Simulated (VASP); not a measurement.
# BiTe (Fm-3m) in VASP: a series of runs

The runs below take BiTe through relaxation of cell and atoms, with PBE.

All numbers are computed with VASP 6.6.1; they aren't measurements. Logs are shortened: lines on timing, memory, paths and dates and some standing lists are left out, and cuts for length are marked.

## 1. The cell of the first run

It takes space group Fm-3m (No. 225, cubic). The conventional cell has a = 5.518 Å, b = 5.518 Å, c = 5.518 Å, α = 90.00°, β = 90.00°, γ = 90.00°. Bi (site symmetry m-3m) has 6 Te at 2.76 Å within 3.6 Å. Te (site symmetry m-3m) has 6 Bi at 2.76 Å within 3.6 Å.

## 2. Relaxation of cell and atoms, PBE, target pressure 90 GPa, at which the enthalpy is minimised

Contents of INCAR:

```
PREC = Accurate
ENCUT = 600
EDIFF = 1E-6
ISMEAR = 0
SIGMA = 0.1
LREAL = False
LASPH = True
NELM = 80
ALGO = Normal
ISIF = 3
LWAVE = False
LCHARG = False
GGA = PE
IBRION = 2
NSW = 70
EDIFFG = -0.008
PSTRESS = 900.0
```

Contents of KPOINTS:

```
Automatic mesh
0
Gamma
  14 14 14
```

Contents of POSCAR:

```
BiTe
1.0
    0.0000000000      2.7587506188      2.7587506188
    2.7587506188      0.0000000000      2.7587506188
    2.7587506188      2.7587506188      0.0000000000
Bi Te
1 1
Direct
    0.0000000000      0.0000000000      0.0000000000
    0.5000000000      0.5000000000      0.5000000000
```

Potentials or basis: VASP PAW PBE potentials, release 64 (Bi_d, Te).

Command:

```sh
$ cat potpaw_PBE.64/Bi_d/POTCAR potpaw_PBE.64/Te/POTCAR > POTCAR
$ mpirun -np 1 vasp_std > vasp.out
```

OUTCAR:

```text
PREC = Accurate
   ENCUT = 600
   EDIFF = 1E-6
   ISMEAR = 0
   LREAL = False
   LASPH = True
   NELM = 80
   ISIF = 3
   GGA = PE
   IBRION = 2
   NSW = 70
   EDIFFG = -0.008
   PSTRESS = 900.0

 ion  position               nearest neighbor table
   1  0.000  0.000  0.000-   2 2.76   2 2.76   2 2.76   2 2.76   2 2.76   2 2.76
   2  0.500  0.500  0.500-   1 2.76   1 2.76   1 2.76   1 2.76   1 2.76   1 2.76

  LATTYP: Found a face centered cubic cell.
 ALAT       =     5.5175012376

  Lattice vectors:

 A1 = (   0.0000000000,   2.7587506188,   2.7587506188)
 A2 = (   2.7587506188,   0.0000000000,   2.7587506188)
 A3 = (   2.7587506188,   2.7587506188,   0.0000000000)

Analysis of symmetry for initial positions (statically):
=====================================================================
 Subroutine PRICEL returns:
 Original cell was already a primitive cell.

 Routine SETGRP: Setting up the symmetry group for a
 face centered cubic supercell.

 Subroutine GETGRP returns: Found 48 space group operations
 (whereof 48 operations were pure point group operations)
 out of a pool of 48 trial point group operations.

The static configuration has the point symmetry O_h .

Analysis of symmetry for dynamics (positions and initial velocities):
=====================================================================
 Subroutine PRICEL returns:
 Original cell was already a primitive cell.

 Routine SETGRP: Setting up the symmetry group for a
 face centered cubic supercell.

 Subroutine GETGRP returns: Found 48 space group operations
 (whereof 48 operations were pure point group operations)
 out of a pool of 48 trial point group operations.

The dynamic configuration has the point symmetry O_h .

 Subroutine INISYM returns: Found 48 space group operations
 (whereof 48 operations are pure point group operations),
 and found     1 'primitive' translations

----------------------------------------------------------------------------------------

                                     Primitive cell

  volume of cell :      41.9921

  direct lattice vectors                    reciprocal lattice vectors
     0.000000000  2.758750619  2.758750619    -0.181241464  0.181241464  0.181241464
     2.758750619  0.000000000  2.758750619     0.181241464 -0.181241464  0.181241464
     2.758750619  2.758750619  0.000000000     0.181241464  0.181241464 -0.181241464

  length of vectors
     3.901462540  3.901462540  3.901462540     0.313919423  0.313919423  0.313919423

  position of ions in fractional coordinates (direct lattice)
     0.000000000  0.000000000  0.000000000
     0.500000000  0.500000000  0.500000000

  ion indices of the primitive-cell ions
   primitive index   ion index
                 1           1
                 2           2

----------------------------------------------------------------------------------------

 KPOINTS: Automatic mesh

Automatic generation of k-mesh.
 Grid dimensions read from file:
 generate k-points for:   14   14   14

 Generating k-lattice:

  Cartesian coordinates                     Fractional coordinates (reciprocal lattice)
    -0.012945819  0.012945819  0.012945819     0.071428571  0.000000000  0.000000000
     0.012945819 -0.012945819  0.012945819     0.000000000  0.071428571  0.000000000
     0.012945819  0.012945819 -0.012945819     0.000000000  0.000000000  0.071428571

  Length of vectors
     0.022422816  0.022422816  0.022422816

  Shift w.r.t. Gamma in fractional coordinates (k-lattice)
     0.000000000  0.000000000  0.000000000

 Subroutine IBZKPT returns following result:
 ===========================================

 Found    104 irreducible k-points:

 Following reciprocal coordinates:
            Coordinates               Weight
  0.000000  0.000000  0.000000      1.000000
  0.071429  0.000000  0.000000      8.000000
  0.142857  0.000000  0.000000      8.000000
  0.214286  0.000000  0.000000      8.000000
  0.285714  0.000000  0.000000      8.000000
  0.357143  0.000000  0.000000      8.000000
[... 16 lines left out ...]
  0.214286  0.142857  0.000000     24.000000
  0.285714  0.142857  0.000000     24.000000
 [... further k-points ...]
   k-points           NKPTS =    104   k-points in BZ     NKDIM =    104   number of bands    NBANDS=     14
   number of dos      NEDOS =    301   number of ions     NIONS =      2
   total plane-waves  NPLWV =  32768
   dimension x,y,z NGX =    32 NGY =   32 NGZ =   32
   dimension x,y,z NGXF=    64 NGYF=   64 NGZF=   64
   ions per type =               1   1
   NGX,Y,Z   is equivalent  to a cutoff of  13.64, 13.64, 13.64 a.u.
   NGXF,Y,Z  is equivalent  to a cutoff of  27.27, 27.27, 27.27 a.u.
 SYSTEM =  unknown system
   PREC   = accura    normal or accurate (medium, high low for compatibility)
   ISTART =      0    job   : 0-new  1-cont  2-samecut
   ICHARG =      2    charge: 1-file 2-atom 10-const
   ISPIN  =      1    spin polarized calculation?
   LNONCOLLINEAR =      F non collinear calculations
   LSORBIT =      F    spin-orbit coupling
   LASPH  =      T    aspherical Exc in radial PAW
   ENCUT  =  600.0 eV  44.10 Ry    6.64 a.u.   7.79  7.79  7.79*2*pi/ulx,y,z
   NELM   =     80;   NELMIN=  2; NELMDL= -5     # of ELM steps
   EDIFF  = 0.1E-05   stopping-criterion for ELM
   LREAL  =      F    real-space projection
   EDIFFG = -.8E-02   stopping-criterion for IOM
   NSW    =     70    number of steps for IOM
   IBRION =      2    ionic relax: 0-MD 1-quasi-New 2-CG
   NFREE  =      1    steps in history (QN), initial steepest desc. (CG)
   ISIF   =      3    stress and relaxation
   ISYM   =      2    0-nonsym 1-usesym 2-fastsym
   POTIM  = 0.5000    time-step for ionic-motion
   TEBEG  =    0.0;   TEEND  =   0.0 temperature during run
   PSTRESS=  900.0 pullay stress
   NELECT =      21.0000    total number of electrons
   NUPDOWN=      -1.0000    fix difference up-down
   EMIN   =  10.00;   EMAX   =-10.00  energy-range for DOS
   EFERMI =   0.00;   METHOD = LEGACY
   ISMEAR =     0;   SIGMA  =   0.10  broadening in eV -4-tet -1-fermi 0-gaus
   EFERMI_NEDOS =   21; number of points for ismear=-14 and -15
   IALGO  =     38    algorithm
   IMIX   =      4    mixing-type and parameters
     AMIX     =   0.40;   BMIX     =  1.00
     AMIX_MAG =   1.60;   BMIX_MAG =  1.00
  volume/ion in A,a.u.               =      21.00       141.69
  Fermi-wavevector in a.u.,A,eV,Ry     =   1.299448  2.455600 22.974314  1.688564
  Thomas-Fermi vector in A             =   2.430711
   LORBIT       =      0    0 simple, 1 ext, 2 COOP (PROOUT), +10 PAW based schemes
   GGA     = PE    functional components
   LHFCALC =     F    Hartree Fock is set to
   AEXX    =    0.0000 exact exchange contribution
   IVDW    =     0    specifies the selected vdW correction
   LEPSILON=     F    determine dielectric tensor
   LRPA    =     F    only Hartree local field effects (RPA)
 conjugate gradient relaxation of ions
 non-spin polarized calculation
 Gauss-broadening in eV      SIGMA  =   0.10
  energy-cutoff  :      600.00
  volume of cell :       41.99
 maximum number of plane-waves:      1416
   NGX = 15   NGY = 15   NGZ = 15

--------------------------------------- Ionic step        1  -------------------------------------------

 number of electron      20.9999998 magnetization

 Free energy of the ion-electron system (eV)
  ---------------------------------------------------
  ext. energy  EPLUGINS =         0.00000000
  ---------------------------------------------------
  free energy    TOTEN  =        -3.37940911 eV

  energy without entropy =       -3.37496047  energy(sigma->0) =       -3.37718479

------------------------ aborting loop because EDIFF is reached ----------------------------------------

  FORCE on cell =-STRESS in cart. coord.  units (eV):
  Direction    XX          YY          ZZ          XY          YZ          ZX
  --------------------------------------------------------------------------------------
  -------------------------------------------------------------------------------------
  Total       18.8030126     18.8030126     18.8030126      0.0000000      0.0000000      0.0000000
  in kB      717.4153955    717.4153955    717.4153955      0.0000000      0.0000000      0.0000000
  external PRESSURE =    -182.5846045 kB  Pullay stress =     900.0000000 kB

 VOLUME and BASIS-vectors are now :
 -----------------------------------------------------------------------------
  energy-cutoff  :      600.00
  volume of cell :       41.99
      direct lattice vectors                 reciprocal lattice vectors
     0.000000000  2.758750619  2.758750619    -0.181241464  0.181241464  0.181241464
     2.758750619  0.000000000  2.758750619     0.181241464 -0.181241464  0.181241464
     2.758750619  2.758750619  0.000000000     0.181241464  0.181241464 -0.181241464
[... 122 lines left out ...]
  FREE ENERGIE OF THE ION-ELECTRON SYSTEM (eV)
  ---------------------------------------------------
  free  energy   TOTEN  =        -2.2757070857 eV

  energy  without entropy=       -2.2695243553  energy(sigma->0) =       -2.27261572

  enthalpy is  TOTEN    =        20.0755210815 eV   P V=       22.3512281672

--------------------------------------- Ionic step        5  -------------------------------------------

 number of electron      21.0000002 magnetization

 Free energy of the ion-electron system (eV)
  ---------------------------------------------------
  ext. energy  EPLUGINS =         0.00000000
  ---------------------------------------------------
  free energy    TOTEN  =        -2.23542542 eV

  energy without entropy =       -2.22918353  energy(sigma->0) =       -2.23230448

 E-fermi :  15.2557     XC(G=0): -12.0387

 val. band max:       15.2472607456   @ k =   0.2857   0.1429   0.0714
 cond. band min:      15.2732117003   @ k =   0.3571   0.3571   0.0000
 fundamental gap:      0.0259509547
 Fermi energy:        15.2556827503

 k-point     1 :       0.0000    0.0000    0.0000
  band No.  band energies     occupation
      1      -9.1267      2.00000
      2      -9.1267      2.00000
      3      -9.0612      2.00000
      4      -9.0612      2.00000
      5      -9.0612      2.00000
      6      -3.7087      2.00000
      7      10.0843      2.00000
      8      10.8072      2.00000
      9      10.8072      2.00000
     10      10.8072      2.00000
     11      18.1764      0.00000
     12      18.1764      0.00000
     13      18.1764      0.00000
     14      18.7852      0.00000

 k-point     2 :       0.0714    0.0000    0.0000
  band No.  band energies     occupation
      1      -9.1296      2.00000
      2      -9.1296      2.00000
      3      -9.0611      2.00000
      4      -9.0588      2.00000
      5      -9.0588      2.00000
      6      -3.6261      2.00000
      7       8.9044      2.00000
      8      10.8324      2.00000
      9      10.8324      2.00000
     10      11.8130      2.00000
[... 362 lines left out ...]
 k-point    24 :       0.2857    0.1429    0.0000
  band No.  band energies     occupation
      1      -9.2010      2.00000
      2      -9.1293      2.00000
      3      -9.0703      2.00000
      4      -9.0286      2.00000
      5      -9.0211      2.00000
      6      -2.4885      2.00000
      7       5.3498      2.00000
      8       9.7306      2.00000
      9      10.3251      2.00000
     10      11.9331      2.00000
     11      16.1879      0.00000
     12      17.0230      0.00000
     13      17.6377      0.00000
     14      18.0297      0.00000

 [... further k-points ...]
[... 5 lines left out ...]
  --------------------------------------------------------------------------------------
  -------------------------------------------------------------------------------------
  Total       22.3089489     22.3089489     22.3089489     -0.0000000      0.0000000      0.0000000
  in kB      899.9255449    899.9255449    899.9255449     -0.0000000      0.0000000      0.0000000
  external PRESSURE =      -0.0744551 kB  Pullay stress =     900.0000000 kB

 VOLUME and BASIS-vectors are now :
 -----------------------------------------------------------------------------
  energy-cutoff  :      600.00
  volume of cell :       39.72
      direct lattice vectors                 reciprocal lattice vectors
     0.000000000  2.708014831  2.708014831    -0.184637098  0.184637098  0.184637098
     2.708014831  0.000000000  2.708014831     0.184637098 -0.184637098  0.184637098
     2.708014831  2.708014831  0.000000000     0.184637098  0.184637098 -0.184637098

 POSITION                                       TOTAL-FORCE (eV/Angst)
 -----------------------------------------------------------------------------------
      0.00000      0.00000      0.00000         0.000000     -0.000000      0.000000
      2.70801      2.70801      2.70801        -0.000000      0.000000     -0.000000
 -----------------------------------------------------------------------------------
    total drift:                                0.000000     -0.000000     -0.000000

  FREE ENERGIE OF THE ION-ELECTRON SYSTEM (eV)
  ---------------------------------------------------
  free  energy   TOTEN  =        -2.2354254206 eV

  energy  without entropy=       -2.2291835339  energy(sigma->0) =       -2.23230448

  enthalpy is  TOTEN    =        20.0753691977 eV   P V=       22.3107946183

 reached required accuracy - stopping structural energy minimisation
```

Wall time 4.2 min (1 thread of Intel Xeon 8259CL, shared host); peak memory 0.25 GiB.

What came out:

* Free energy: -2.2354 eV
* Relaxed volume: 19.86 Å³/atom
* Relaxed cell: a = 3.830 Å, b = 3.830 Å, c = 3.830 Å, α = 60.00°, β = 60.00°, γ = 60.00°
* Space group after relaxing (to 0.1 Å): Fm-3m (No. 225)
* Energy change on relaxing (the run minimises the enthalpy): +572.0 meV/atom
* Ionic steps: 5
* Pressure after relaxing: 90.0 GPa
* Band gap on the k mesh: zero (an odd number of electrons rules out a gap without spin polarisation)

The path:
```tsv
step	energy change (eV)	largest force (eV/Å)	pressure (GPa)	volume (Å³)
1	0.0000	0.0000	71.74	41.99
2	12.0267	0.0000	275.79	29.06
3	0.9724	0.0000	87.30	40.03
4	1.1037	0.0000	89.37	39.79
5	1.1440	0.0000	89.99	39.72
```

Final structure:
```
Bi Te
1.0
     0.00000    2.70801    2.70801
     2.70801    0.00000    2.70801
     2.70801    2.70801    0.00000
Bi Te
1 1
Direct
  0.00000 0.00000 0.00000
  0.50000 0.50000 0.50000
```

Levels at points of the mesh, in eV from the Fermi level:
```tsv
k point	band 7	band 8	band 9	band 10	band 11	band 12	band 13	band 14
(0.00, 0.00, 0.00)	-5.17	-4.45	-4.45	-4.45	2.92	2.92	2.92	3.53
(0.50, 0.00, 0.00)	-14.75	-3.20	-3.20	-2.01	-2.01	-1.35	-1.07	8.18
(0.50, 0.50, 0.00)	-10.52	-10.28	-7.40	-7.40	-0.30	6.35	6.35	9.42
```

Caveat: the cell is relaxed towards a set pressure, so the run minimises the enthalpy, not the energy; spin-orbit coupling is left out, which moves the levels of the heavy elements; an odd number of electrons without spin polarisation forces a metal; a magnetic or distorted state may lie lower.

## 3. Relaxation of cell and atoms, PBE, target pressure 4 GPa, at which the enthalpy is minimised

This run uses another cell than the first one, of 31.88 Å³/atom.

Contents of INCAR:

```
  ALGO = Normal
  EDIFF = 1E-7
  EDIFFG = -0.008
  ENCUT = 600
  GGA = PE
  IBRION = 2
  ISIF = 3
  ISMEAR = 0
  LASPH = T
  LCHARG = F
  LREAL = F
  LWAVE = F
  NELM = 60
  NSW = 70
  PREC = Accurate
  PSTRESS = 40.0
  SIGMA = 0.1
```

Contents of KPOINTS:

```
k-points
0
Gamma
  12 12 12
```

Contents of POSCAR:

```
BiTe
1.0
    0.0000000000      3.1708361379      3.1708361379
    3.1708361379      0.0000000000      3.1708361379
    3.1708361379      3.1708361379      0.0000000000
Bi Te
1 1
Direct
    0.0000000000      0.0000000000      0.0000000000
    0.5000000000      0.5000000000      0.5000000000
```

Potentials or basis: VASP PAW PBE potentials, release 64 (Bi_d, Te).

Command:

```sh
$ cat potpaw_PBE.64/Bi_d/POTCAR potpaw_PBE.64/Te/POTCAR > POTCAR
$ mpirun -np 1 vasp_std > vasp.out
```

It took 2.9 min on 1 thread of Intel Xeon 8259CL, shared host; peak memory 0.26 GiB.

The run converged. Its results:

```yaml
Free_energy: -7.1233 eV
Relaxed_volume: 31.95 Å³/atom
Relaxed_cell: a = 4.488 Å, b = 4.488 Å, c = 4.488 Å, α = 60.00°, β = 60.00°, γ = 60.00°
Space_group_after_relaxing_to_0.1_Å: Fm-3m (No. 225)
Energy_change_on_relaxing_the_run_minimises_the_enthalpy: -1.9 meV/atom
Ionic_steps: 3
Pressure_after_relaxing: 4.0 GPa
Band_gap_on_the_k_mesh: zero (an odd number of electrons rules out a gap without spin polarisation)
```

Step by step:
| step | energy change (eV) | largest force (eV/Å) | pressure (GPa) | volume (Å³) |
| --- | --- | --- | --- | --- |
| 1 | 0.0000 | 0.0000 | 4.15 | 63.76 |
| 2 | -0.0071 | 0.0000 | 3.87 | 64.04 |
| 3 | -0.0038 | 0.0000 | 4.00 | 63.91 |

Final structure:
```
Bi Te
1.0
     0.00000    3.17330    3.17330
     3.17330    0.00000    3.17330
     3.17330    3.17330    0.00000
Bi Te
1 1
Direct
  0.00000 0.00000 0.00000
  0.50000 0.50000 0.50000
```

Levels at points of the mesh, in eV from the Fermi level:
```
           k point  band 7  band 8  band 9  band 10  band 11  band 12  band 13  band 14
(0.00, 0.00, 0.00)   -7.90   -2.70   -2.70    -2.70     2.28     2.28     2.28     4.58
(0.50, 0.00, 0.00)  -11.45   -2.03   -2.03    -1.57    -0.83    -0.71    -0.71     7.46
(0.50, 0.50, 0.00)   -9.96   -6.06   -4.29    -4.29     2.03     3.87     3.87     5.40
```

Caveat: the cell is relaxed towards a set pressure, so the run minimises the enthalpy, not the energy; spin-orbit coupling is left out, which moves the levels of the heavy elements; an odd number of electrons without spin polarisation forces a metal; a magnetic or distorted state may lie lower.

(Part 1 of 2 ends here.)

The gap in the log of VASP goes by the Fermi energy; the results here count the filled bands.